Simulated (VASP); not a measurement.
# SiP5 (P-6m2) in VASP: single point with PBE

Aim: the single point of SiP5 with PBE.

All numbers are computed with VASP 6.6.1; they aren't measurements. Logs are shortened: lines on timing, memory, paths and dates and some standing lists are left out, and cuts for length are marked.

## 1. The cell of the first run

The structure is hexagonal, space group P-6m2 (No. 187). Conventional cell: a = 2.719 Å, b = 2.719 Å, c = 14.019 Å, α = 90.00°, β = 90.00°, γ = 120.00°. Within 3.5 Å of Si (site symmetry -6m2) lie 6 P at 2.65 Å and 6 Si at 2.72 Å. Within 3.5 Å of P (site symmetry 3m) lie 3 Si at 2.65 Å and 9 P at 2.72 to 3.14 Å. P (site symmetry 3m) has 12 P at 2.67 to 3.14 Å within 3.5 Å. P (site symmetry -6m2) has 12 P at 2.67 to 2.72 Å within 3.5 Å.

## 2. Single point, PBE

Input file INCAR:

```
PREC     = Accurate       # precision mode
ENCUT    = 500            # plane-wave cutoff, eV
EDIFF    = 1E-6           # SCF threshold, eV
ISMEAR   = 0              # smearing method
SIGMA    = 0.2            # smearing width, eV
LREAL    = F              # projectors in reciprocal space
LASPH    = T              # aspherical terms in the spheres
NELM     = 120            # most SCF steps
ALGO     = Normal         # electronic algorithm
ISIF     = 2              # what is computed and relaxed
LWAVE    = F              # write WAVECAR
LCHARG   = F              # write CHGCAR
GGA      = PE             # functional
NBANDS   = 24             # bands
GGA_COMPAT= F
```

Input file KPOINTS:

```
regular mesh
0
Gamma
  6 6 1
```

Input file POSCAR:

```
SiP5
1.0
    2.7188713111     -0.0000000024      0.0000000000
   -1.3594356535      2.3546116262      0.0000000000
    0.0000000000      0.0000000000     14.0191183205
Si P
1 5
Direct
    0.0000000000      0.0000000000      0.0000000000
    0.6666666667      0.3333333333      0.1521024250
    0.0000000000      0.0000000000      0.3462295701
    0.6666666667      0.3333333333      0.5000000000
    0.0000000000      0.0000000000      0.6537704299
    0.6666666667      0.3333333333      0.8478975750
```

Potentials or basis: VASP PAW PBE potentials, release 64 (Si, P).

On the command line:

```console
$ cat potpaw_PBE.64/Si/POTCAR potpaw_PBE.64/P/POTCAR > POTCAR
$ mpirun -np 1 vasp_std > vasp.out
```

OUTCAR:

```text
PREC = Accurate
   ENCUT = 500
   EDIFF = 1E-6
   ISMEAR = 0
   LREAL = F
   LASPH = T
   NELM = 120
   ISIF = 2
   GGA = PE

 ion  position               nearest neighbor table
   1  0.000  0.000  0.000-   2 2.65   6 2.65   2 2.65   6 2.65   2 2.65   6 2.65
   2  0.667  0.333  0.152-   1 2.65   1 2.65   1 2.65
   3  0.000  0.000  0.346-   4 2.67   4 2.67   4 2.67
   4  0.667  0.333  0.500-   3 2.67   5 2.67   3 2.67   5 2.67   3 2.67   5 2.67
   5  0.000  0.000  0.654-   4 2.67   4 2.67   4 2.67
   6  0.667  0.333  0.848-   1 2.65   1 2.65   1 2.65

  LATTYP: Found a hexagonal cell.
 ALAT       =     2.7188713111
 C/A-ratio  =     5.1562272415

  Lattice vectors:

 A1 = (   2.7188713111,  -0.0000000024,   0.0000000000)
 A2 = (  -1.3594356535,   2.3546116262,   0.0000000000)
 A3 = (   0.0000000000,   0.0000000000,  14.0191183205)

Analysis of symmetry for initial positions (statically):
=====================================================================
 Subroutine PRICEL returns:
 Original cell was already a primitive cell.

 Routine SETGRP: Setting up the symmetry group for a
 hexagonal supercell.

 Subroutine GETGRP returns: Found 12 space group operations
 (whereof 12 operations were pure point group operations)
 out of a pool of 24 trial point group operations.

The static configuration has the point symmetry D_3h.

Analysis of symmetry for dynamics (positions and initial velocities):
=====================================================================
 Subroutine PRICEL returns:
 Original cell was already a primitive cell.

 Routine SETGRP: Setting up the symmetry group for a
 hexagonal supercell.

 Subroutine GETGRP returns: Found 12 space group operations
 (whereof 12 operations were pure point group operations)
 out of a pool of 24 trial point group operations.

The dynamic configuration has the point symmetry D_3h.

 Subroutine INISYM returns: Found 12 space group operations
 (whereof 12 operations are pure point group operations),
 and found     1 'primitive' translations

----------------------------------------------------------------------------------------

                                     Primitive cell

  volume of cell :      89.7488

  direct lattice vectors                    reciprocal lattice vectors
     2.718871311 -0.000000002  0.000000000     0.367799681  0.212349244  0.000000000
    -1.359435654  2.354611626  0.000000000     0.000000000  0.424698489  0.000000000
     0.000000000  0.000000000 14.019118321     0.000000000  0.000000000  0.071331162
[... 78 lines left out ...]
   IBRION =     -1    ionic relax: 0-MD 1-quasi-New 2-CG
   NFREE  =      0    steps in history (QN), initial steepest desc. (CG)
   ISIF   =      2    stress and relaxation
   ISYM   =      2    0-nonsym 1-usesym 2-fastsym
   POTIM  = 0.5000    time-step for ionic-motion
   TEBEG  =    0.0;   TEEND  =   0.0 temperature during run
   PSTRESS=    0.0 pullay stress
   NELECT =      29.0000    total number of electrons
   NUPDOWN=      -1.0000    fix difference up-down
   EMIN   =  10.00;   EMAX   =-10.00  energy-range for DOS
   EFERMI =   0.00;   METHOD = LEGACY
   ISMEAR =     0;   SIGMA  =   0.20  broadening in eV -4-tet -1-fermi 0-gaus
   EFERMI_NEDOS =   21; number of points for ismear=-14 and -15
   IALGO  =     38    algorithm
   IMIX   =      4    mixing-type and parameters
     AMIX     =   0.40;   BMIX     =  1.00
     AMIX_MAG =   1.60;   BMIX_MAG =  1.00
  volume/ion in A,a.u.               =      14.96       100.94
  Fermi-wavevector in a.u.,A,eV,Ry     =   1.123392  2.122903 17.170679  1.262009
  Thomas-Fermi vector in A             =   2.260058
   LORBIT       =      0    0 simple, 1 ext, 2 COOP (PROOUT), +10 PAW based schemes
   GGA     = PE    functional components
   LHFCALC =     F    Hartree Fock is set to
   AEXX    =    0.0000 exact exchange contribution
   IVDW    =     0    specifies the selected vdW correction
   LEPSILON=     F    determine dielectric tensor
   LRPA    =     F    only Hartree local field effects (RPA)
 non-spin polarized calculation
 Gauss-broadening in eV      SIGMA  =   0.20
  energy-cutoff  :      500.00
  volume of cell :       89.75
 maximum number of plane-waves:      2301
 NGX is ok and might be reduce to    20
   NGX =  9   NGY =  9   NGZ = 51

 number of electron      29.0000001 magnetization

 Free energy of the ion-electron system (eV)
  ---------------------------------------------------
  ext. energy  EPLUGINS =         0.00000000
  ---------------------------------------------------
  free energy    TOTEN  =       -28.20884002 eV

  energy without entropy =      -28.16431462  energy(sigma->0) =      -28.18657732

 E-fermi :   9.1562     XC(G=0): -11.2556

 val. band max:        8.8571796739   @ k =   0.1667   0.1667   0.0000
 cond. band min:       9.1926973507   @ k =   0.3333   0.1667   0.0000
 fundamental gap:      0.3355176768
 Fermi energy:         9.1562417223

 k-point     1 :       0.0000    0.0000    0.0000
  band No.  band energies     occupation
      1      -7.0369      2.00000
      2      -5.9296      2.00000
      3      -5.4513      2.00000
      4      -4.4911      2.00000
      5      -2.7727      2.00000
      6      -0.6905      2.00000
[... 178 lines left out ...]
     23      12.9563      0.00000
     24      13.0626      0.00000

------------------------ aborting loop because EDIFF is reached ----------------------------------------

  FORCE on cell =-STRESS in cart. coord.  units (eV):
  Direction    XX          YY          ZZ          XY          YZ          ZX
  --------------------------------------------------------------------------------------
  -------------------------------------------------------------------------------------
  Total       -0.3764438     -0.3764438     -0.4682960      0.0000000      0.0000000      0.0000000
  in kB       -6.7201979     -6.7201979     -8.3599246      0.0000000      0.0000000      0.0000000
  external PRESSURE =      -7.2667734 kB  Pullay stress =       0.0000000 kB

 VOLUME and BASIS-vectors are now :
 -----------------------------------------------------------------------------
  energy-cutoff  :      500.00
  volume of cell :       89.75
      direct lattice vectors                 reciprocal lattice vectors
     2.718871311 -0.000000002  0.000000000     0.367799681  0.212349244  0.000000000
    -1.359435654  2.354611626  0.000000000     0.000000000  0.424698489  0.000000000
     0.000000000  0.000000000 14.019118321     0.000000000  0.000000000  0.071331162

 POSITION                                       TOTAL-FORCE (eV/Angst)
 -----------------------------------------------------------------------------------
      0.00000      0.00000      0.00000         0.000000      0.000000      0.000000
      1.35944      0.78487      2.13234         0.000000      0.000000      0.015753
      0.00000      0.00000      4.85383         0.000000      0.000000      0.043716
      1.35944      0.78487      7.00956        -0.000000      0.000000      0.000000
      0.00000      0.00000      9.16529         0.000000      0.000000     -0.043716
      1.35944      0.78487     11.88678         0.000000     -0.000000     -0.015753
 -----------------------------------------------------------------------------------
    total drift:                                0.000000     -0.000000      0.000000

  FREE ENERGIE OF THE ION-ELECTRON SYSTEM (eV)
  ---------------------------------------------------
  free  energy   TOTEN  =       -28.2088400247 eV

  energy  without entropy=      -28.1643146227  energy(sigma->0) =      -28.18657732
```

stdout:

```text
POSCAR found type information on POSCAR SiP
 POSCAR found :  2 types and       6 ions
 scaLAPACK will be used
 LDA part: xc-table for (Slater+PW92), standard interpolation
 POSCAR, INCAR and KPOINTS ok, starting setup
 FFT: planning ... GRIDC
 FFT: planning ... GRID_SOFT
 FFT: planning ... GRID
 WAVECAR not read
 entering main loop
```

It took 32 s on 1 thread of Intel Xeon 8259CL, shared host; peak memory 0.19 GiB.

What came out:

- Free energy: -28.2088 eV
- Pressure: -0.7 GPa
- Largest force: 0.044 eV/Å

Forces on the atoms (eV/Å):
```
Si   0.000  0.000  0.000
P    0.000  0.000  0.016
P    0.000  0.000  0.044
P    0.000  0.000  0.000
P    0.000  0.000 -0.044
P    0.000  0.000 -0.016
```

Stress tensor (GPa, compression positive):
```
-0.67  0.00  0.00
 0.00 -0.67  0.00
 0.00  0.00 -0.84
```

Caveat: the k points lie up to 0.45 Å⁻¹ apart.
